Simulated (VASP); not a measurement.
Set up this calculation in VASP 6.6.1, as the native input.

```yaml
Task: electric field gradients
Functional: PBE
Potentials_or_basis: VASP PAW PBE potentials, release 64 (Au_sv_GW)
Cutoff: 400 eV
k_mesh: 14 × 14 × 8
Occupations: fermi-dirac, width 0.03 eV
Spin: no spin polarisation
Dipole_correction: no
Second_run: valence_matched
Further_INCAR_settings: ALGO = Normal; EDIFF = 1e-08; NBANDS = 26
```

The structure of Au lies in POSCAR:

```
Au
1.0
    2.8413017565      0.0000000000      0.0000000000
   -1.4206508782      2.4606395010      0.0000000000
    0.0000000000      0.0000000000      4.7812276454
Au
2
Direct
    0.3333333333      0.6666666667      0.7500000000
    0.6666666667      0.3333333333      0.2500000000
```

This cell differs from its parent crystal: volume scaled by 0.9405.

One way to write it, as run:

INCAR

```
PREC = Accurate
ENCUT = 400
EDIFF = 1E-8
ISMEAR = -1
SIGMA = 0.03
LREAL = F
LASPH = T
NELM = 120
ALGO = Normal
ISIF = 2
LWAVE = F
LCHARG = F
GGA = PE
LEFG = T
NBANDS = 26
GGA_COMPAT = F
```

KPOINTS

```
regular mesh
0
Gamma
  14 14 8
```

Potentials or basis: VASP PAW PBE potentials, release 64 (Au_sv_GW).

The run is started by

```bash
$ cat potpaw_PBE.64/Au_sv_GW/POTCAR > POTCAR
$ mpirun -np 1 vasp_std > vasp.out
```

It gave:

- Pressure: 8.5 GPa
- Band gap on the k mesh: zero (band 19 reaches 13.15 eV, above the bottom of band 20 at 6.41 eV)

Caveat: without QUAD_EFG the Cq values of the log hold for a quadrupole moment of 1 mb, not for the nuclei; spin-orbit coupling is left out, which moves the levels of the heavy elements.

It took 57 s on 1 thread of AMD EPYC 9R45 96-Core Processor (Zen 5), with other jobs on the host, peak memory 0.15 GiB.
